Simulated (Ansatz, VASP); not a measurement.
**HfB in VASP and in Ansatz**

```
Hf B
1.0
     0.00000    2.31000    2.24070
     2.31000    0.00000    2.24070
     2.31000    2.31000    0.00000
Hf B
1 1
Direct
  0.50000 0.50000 0.50000
  0.00000 0.00000 0.00000
```

Change from the starting cell: strain +0.000 along x and y, -0.030 along z, atoms carried along.

Alike in both runs: task single point; functional PBE; k mesh 18 × 18 × 18; occupations gaussian, width 0.15 eV; no spin polarisation.

```csv
,VASP,Ansatz
version,VASP 6.6.1,Ansatz 0.2.0
potentials or method,"VASP PAW PBE potentials, release 64 (Hf_pv, B), cutoff 520 eV","scalar-relativistic, plane waves, PAW"
valence electrons in the cell,13,29
```

|  | VASP | Ansatz | Ansatz less VASP |
| --- | --- | --- | --- |
| gap on the k mesh at the Fermi level (eV) | none | none | - |
| pressure (GPa) | 40.1 | 39.0 | -1.17 |
| traceless stress, the component that is largest in VASP (GPa) | 11.87 | 11.68 | -0.189 |

A gap of «none» marks a metal or a gap that the smearing closes. Both programs put the cell under a high pressure, so it lies far from rest at this level. The functional is the same, so the differences come from potentials, cutoffs and numerics. VASP's potentials hold 13 valence electrons a cell and Ansatz's 29, so a difference there can come from the potentials and not from the codes.

Spin-orbit coupling is off throughout.
